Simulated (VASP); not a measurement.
# SiP5 (P3m1) in VASP: a series of runs, part 2 of 2

VASP 6.6.1. The steps go on from the part before.

### Step 3. Relaxation of cell and atoms, PBE

This run uses another cell than the first one, of 18.30 Å³/atom, 1.117 times its volume.

INCAR reads:

```
SYSTEM = SiP5
PREC = Accurate ; ENCUT = 600
EDIFF = 1E-7 ; ISMEAR = 0
SIGMA = 0.2 ; LREAL = .False.
LASPH = .True. ; NELM = 80
ALGO = Normal ; ISIF = 3
LWAVE = .False. ; LCHARG = .False.
GGA = PE ; IBRION = 2
NSW = 36 ; EDIFFG = -0.08
```

KPOINTS reads:

```
regular mesh
0
Gamma
  5 5 2
  0 0 0
```

POSCAR reads:

```
SiP5
1.0
    3.5000000000      0.0000000000      0.0000000000
   -1.7500000000      3.0310889100      0.0000000000
    0.0000000000      0.0000000000     10.3500000000
Si P
1 5
Direct
    0.0000000000      0.0000000000      0.2270000000
    0.3333333300      0.6666666700      0.4400000000
    0.6666666700      0.3333333300      0.5600000000
    0.6666666700      0.3333333300      0.1060000000
    0.0000000000      0.0000000000      0.7730000000
    0.3333333300      0.6666666700      0.8940000000
```

Potentials or basis: VASP PAW PBE potentials, release 64 (Si, P).

Launch:

```bash
$ cat potpaw_PBE.64/Si/POTCAR potpaw_PBE.64/P/POTCAR > POTCAR
$ mpirun -np 1 vasp_std > vasp.out
```

OUTCAR:

```text
SYSTEM = SiP5
   PREC = Accurate
   ENCUT = 600
   EDIFF = 1E-7
   ISMEAR = 0
   LREAL = .False.
   LASPH = .True.
   NELM = 80
   ISIF = 3
   GGA = PE
   IBRION = 2
   NSW = 36
   EDIFFG = -0.08

 ion  position               nearest neighbor table
   1  0.000  0.000  0.227-   4 2.38   4 2.38   4 2.38   2 2.99   2 2.99   2 2.99
   2  0.333  0.667  0.440-   3 2.37   3 2.37   3 2.37   1 2.99   1 2.99   1 2.99
   3  0.667  0.333  0.560-   2 2.37   2 2.37   2 2.37
   4  0.667  0.333  0.106-   1 2.38   1 2.38   1 2.38
   5  0.000  0.000  0.773-   6 2.38   6 2.38   6 2.38
   6  0.333  0.667  0.894-   5 2.38   5 2.38   5 2.38

  LATTYP: Found a hexagonal cell.
 ALAT       =     3.5000000000
 C/A-ratio  =     2.9571428571

  Lattice vectors:

 A1 = (   3.5000000000,   0.0000000000,   0.0000000000)
 A2 = (  -1.7500000000,   3.0310889100,   0.0000000000)
 A3 = (   0.0000000000,   0.0000000000,  10.3500000000)

Analysis of symmetry for initial positions (statically):
=====================================================================
 Subroutine PRICEL returns:
 Original cell was already a primitive cell.

 Routine SETGRP: Setting up the symmetry group for a
 hexagonal supercell.

 Subroutine GETGRP returns: Found  6 space group operations
 (whereof  6 operations were pure point group operations)
 out of a pool of 24 trial point group operations.

The static configuration has the point symmetry C_3v.

Analysis of symmetry for dynamics (positions and initial velocities):
=====================================================================
 Subroutine PRICEL returns:
 Original cell was already a primitive cell.

 Routine SETGRP: Setting up the symmetry group for a
 hexagonal supercell.

 Subroutine GETGRP returns: Found  6 space group operations
 (whereof  6 operations were pure point group operations)
[... 115 lines left out ...]
     AMIX_MAG =   1.60;   BMIX_MAG =  1.00
  volume/ion in A,a.u.               =      18.30       123.50
  Fermi-wavevector in a.u.,A,eV,Ry     =   1.050361  1.984894 15.010732  1.103258
  Thomas-Fermi vector in A             =   2.185361
   LORBIT       =      0    0 simple, 1 ext, 2 COOP (PROOUT), +10 PAW based schemes
   GGA     = PE    functional components
   LHFCALC =     F    Hartree Fock is set to
   AEXX    =    0.0000 exact exchange contribution
   IVDW    =     0    specifies the selected vdW correction
   LEPSILON=     F    determine dielectric tensor
   LRPA    =     F    only Hartree local field effects (RPA)
 conjugate gradient relaxation of ions
 non-spin polarized calculation
 Gauss-broadening in eV      SIGMA  =   0.20
  energy-cutoff  :      600.00
  volume of cell :      109.80
 maximum number of plane-waves:      3695
 NGX is ok and might be reduce to    28
   NGX = 13   NGY = 13   NGZ = 41

--------------------------------------- Ionic step        1  -------------------------------------------

 number of electron      29.0000000 magnetization

 Free energy of the ion-electron system (eV)
  ---------------------------------------------------
  ext. energy  EPLUGINS =         0.00000000
  ---------------------------------------------------
  free energy    TOTEN  =       -31.74112275 eV

  energy without entropy =      -31.72126977  energy(sigma->0) =      -31.73119626

------------------------ aborting loop because EDIFF is reached ----------------------------------------

  FORCE on cell =-STRESS in cart. coord.  units (eV):
  Direction    XX          YY          ZZ          XY          YZ          ZX
  --------------------------------------------------------------------------------------
  -------------------------------------------------------------------------------------
  Total       -3.0197864     -3.0197864     -8.2344423     -0.0000000      0.0000000      0.0000000
  in kB      -44.0635759    -44.0635758   -120.1538532     -0.0000000      0.0000000      0.0000000
  external PRESSURE =     -69.4270017 kB  Pullay stress =       0.0000000 kB
[... 101 lines left out ...]
  FREE ENERGIE OF THE ION-ELECTRON SYSTEM (eV)
  ---------------------------------------------------
  free  energy   TOTEN  =       -32.1162949677 eV

  energy  without entropy=      -32.0991458490  energy(sigma->0) =      -32.10772041

[... ionic steps 4 to 10 ...]

--------------------------------------- Ionic step       11  -------------------------------------------

 number of electron      28.9999999 magnetization

------------------------ aborting loop because EDIFF is reached ----------------------------------------
[... 75 lines left out ...]
--------------------------------------- Ionic step       13  -------------------------------------------

 number of electron      28.9999999 magnetization

 Free energy of the ion-electron system (eV)
  ---------------------------------------------------
  ext. energy  EPLUGINS =         0.00000000
  ---------------------------------------------------
  free energy    TOTEN  =       -32.22218195 eV

  energy without entropy =      -32.20160523  energy(sigma->0) =      -32.21189359

 E-fermi :   8.3549     XC(G=0): -10.6701

 val. band max:        8.2580949835   @ k =   0.0000   0.0000   0.5000
 cond. band min:       8.3667622172   @ k =   0.2000   0.2000   0.5000
 fundamental gap:      0.1086672337
 Fermi energy:         8.3549124632

 k-point     1 :       0.0000    0.0000    0.0000
  band No.  band energies     occupation
      1      -7.4730      2.00000
      2      -6.4095      2.00000
      3      -5.2738      2.00000
      4      -0.7878      2.00000
      5       0.0948      2.00000
      6       5.7952      2.00000
[... 232 lines left out ...]
  FREE ENERGIE OF THE ION-ELECTRON SYSTEM (eV)
  ---------------------------------------------------
  free  energy   TOTEN  =       -32.2221819502 eV

  energy  without entropy=      -32.2016052281  energy(sigma->0) =      -32.21189359

 reached required accuracy - stopping structural energy minimisation
```

CONTCAR:

```text
SiP5
   1.00000000000000
     3.4644008046831489   -0.0000000000000000    0.0000000000000000
    -1.7322004023415745    3.0002591026069356   -0.0000000000000000
     0.0000000000000000   -0.0000000000000000    9.4258257211348369
  Si              P
     1     5
Direct
     1.0000000000000000    0.0000000000000000    0.2305471356874506
     0.3333333300000021    0.6666666699999979    0.4361593448905680
     0.6666666699999979    0.3333333300000021    0.5604541212731579
     0.6666666699999979    0.3333333300000021    0.1137583406315543
     0.0000000000000000    0.0000000000000000    0.7683037279781175
     0.3333333300000021    0.6666666699999979    0.8907773295391517

  0.00000000E+00  0.00000000E+00  0.00000000E+00
  0.00000000E+00  0.00000000E+00  0.00000000E+00
  0.00000000E+00  0.00000000E+00  0.00000000E+00
  0.00000000E+00  0.00000000E+00  0.00000000E+00
  0.00000000E+00  0.00000000E+00  0.00000000E+00
  0.00000000E+00  0.00000000E+00  0.00000000E+00
```

It took 2 min on 1 thread of Intel Xeon 6975P-C (Granite Rapids), shared host; peak memory 0.24 GiB.

Results:

```yaml
Free_energy: -32.2222 eV
Relaxed_volume: 16.33 Å³/atom
Relaxed_cell: a = 3.464 Å, b = 3.464 Å, c = 9.426 Å, α = 90.00°, β = 90.00°, γ = 120.00°
Space_group_after_relaxing_to_0.05_Å: P3m1 (No. 156)
Energy_gained_by_relaxing: 80.2 meV/atom
Ionic_steps: 13
Pressure_after_relaxing: 0.1 GPa
Largest_force_after_relaxing: 0.051 eV/Å
```

Forces in eV/Å, atoms in the order of the input:
```
Si   0.000  0.000  0.001
P    0.000  0.000 -0.002
P    0.000  0.000  0.002
P    0.000  0.000  0.051
P    0.000  0.000 -0.035
P    0.000  0.000 -0.017
```

Stress tensor (GPa, compression positive):
```
 0.17  0.00  0.00
 0.00  0.17  0.00
 0.00  0.00 -0.04
```

Step by step:
```tsv
step	energy change (eV)	largest force (eV/Å)	pressure (GPa)	volume (Å³)
1	0.0000	1.6586	-6.94	109.80
2	-0.3044	0.9923	4.78	97.61
3	-0.3752	0.4877	0.58	101.10
4	-0.4375	0.3831	-0.49	100.95
5	-0.4493	0.4591	-1.05	100.82
6	-0.4716	0.2979	-0.37	99.07
7	-0.4777	0.1414	0.35	97.47
8	-0.4778	0.1527	0.30	97.58
9	-0.4793	0.1145	-0.28	98.05
10	-0.4794	0.0830	-0.16	97.96
11	-0.4802	0.0811	0.08	97.83
12	-0.4803	0.0805	0.18	97.78
13	-0.4811	0.0512	0.10	97.97
```

Final structure:
```yaml
crystal:
  lattice:
    - [3.46440, 0.00000, 0.00000]
    - [-1.73220, 3.00026, 0.00000]
    - [0.00000, 0.00000, 9.42583]
  atoms:
    - { symbol: Si, position: [0.00000, 0.00000, 0.23055] }
    - { symbol: P, position: [0.33333, 0.66667, 0.43616] }
    - { symbol: P, position: [0.66667, 0.33333, 0.56045] }
    - { symbol: P, position: [0.66667, 0.33333, 0.11376] }
    - { symbol: P, position: [0.00000, 0.00000, 0.76830] }
    - { symbol: P, position: [0.33333, 0.66667, 0.89078] }
```

Levels at points of the mesh, in eV from the Fermi level:
| k point | band 11 | band 12 | band 13 | band 14 | band 15 | band 16 | band 17 | band 18 |
| --- | --- | --- | --- | --- | --- | --- | --- | --- |
| (0.00, 0.00, 0.00) | -2.41 | -1.07 | -1.07 | 0.50 | 0.72 | 0.72 | 1.33 | 1.63 |
| (0.00, 0.00, 0.50) | -1.06 | -1.06 | -0.10 | 0.16 | 0.50 | 0.50 | 1.41 | 2.17 |

Caveat: the k points lie up to 0.42 Å⁻¹ apart in the final cell; the relaxation stopped at a loose force limit of 0.08 eV/Å, so its end isn't a converged minimum.

### Step 4. Single point, PBE

This run uses another cell than the first one, of 16.86 Å³/atom, 1.029 times its volume.

INCAR reads:

```
PREC = Accurate
ENCUT = 520
EDIFF = 1E-7
ISMEAR = 0
SIGMA = 0.1
LREAL = F
LASPH = T
NELM = 100
ALGO = Normal
ISIF = 2
LWAVE = F
LCHARG = F
GGA = PE
NBANDS = 24
```

KPOINTS reads:

```
regular mesh
0
Gamma
  12 12 4
```

POSCAR reads:

```
SiP5
1.0
    3.4514105339      0.0000000000      0.0000000000
   -1.7257052669      2.9890092012      0.0000000000
    0.0000000000      0.0000000000      9.8082880709
Si P
1 5
Direct
    0.0000000000      0.0000000000      0.2359556269
    0.3333333333      0.6666666667      0.4365523147
    0.6666666667      0.3333333333      0.5571233792
    0.6666666667      0.3333333333      0.1244883279
    0.0000000000      0.0000000000      0.7632133308
    0.3333333333      0.6666666667      0.8826670206
```

Launch:

```bash
$ cat potpaw_PBE.64/Si/POTCAR potpaw_PBE.64/P/POTCAR > POTCAR
$ mpirun -np 1 vasp_std > vasp.out
```

It took 71 s on 1 thread of Intel Xeon 6975P-C (Granite Rapids), shared host; peak memory 0.3 GiB.

The run converged. Its results:

```yaml
Free_energy: -32.0816 eV
Pressure: -0.2 GPa
Largest_force: 0.054 eV/Å
```

Forces in eV/Å, atoms in the order of the input:
```
Si   0.000  0.000 -0.034
P    0.000  0.000  0.042
P    0.000  0.000 -0.046
P    0.000  0.000  0.037
P    0.000  0.000  0.054
P    0.000  0.000 -0.053
```

Stress tensor (GPa, compression positive):
```
-0.28  0.00  0.00
 0.00 -0.28  0.00
 0.00  0.00 -0.12
```

Levels at points of the mesh, in eV from the Fermi level:
```csv
k point,band 11,band 12,band 13,band 14,band 15,band 16,band 17,band 18,band 19,band 20
"(0.00, 0.00, 0.00)",-2.16,-0.74,-0.74,0.81,1.02,1.02,1.39,2.01,2.01,2.61
"(0.50, 0.00, 0.00)",-3.69,-3.61,-2.56,-1.39,-1.21,0.93,1.93,2.06,2.67,3.00
"(0.00, 0.00, 0.50)",-0.74,-0.74,-0.07,0.24,0.89,0.89,1.33,2.26,2.31,2.31
"(0.50, 0.00, 0.50)",-3.31,-2.96,-2.46,-2.42,0.23,0.47,1.17,1.56,1.58,2.24
```

### Step 5. Summary

| task | cell | k mesh | cutoff (eV) | smearing | gap on the mesh (eV) | pressure (GPa) | largest force (eV/Å) |
| --- | --- | --- | --- | --- | --- | --- | --- |
| single point | a = 3.470, b = 3.470, c = 9.429 Å, angles 90.0, 90.0, 120.0°, 6 atoms | 5 × 5 × 2 | 520 | gaussian 0.2 eV | none | -0.3 | 0.05 |
| relaxation of cell and atoms | relaxed from a = 3.500, b = 3.500, c = 10.350 Å, angles 90.0, 90.0, 120.0°, 6 atoms | 5 × 5 × 2 | 600 | gaussian 0.2 eV | none | 0.1 | 0.05 |
| single point | a = 3.451, b = 3.451, c = 9.808 Å, angles 90.0, 90.0, 120.0°, 6 atoms | 12 × 12 × 4 | 520 | gaussian 0.1 eV | none | -0.2 | 0.05 |

Alike in all rows: level PBE; potentials or basis VASP PAW PBE potentials, release 64 (Si, P); no spin polarisation.

Caveats: some runs use coarse meshes; the relaxation stopped at a loose force limit of 0.08 eV/Å, so its end isn't a converged minimum (some runs).

Absolute energies hang on the potentials; compare differences alone.
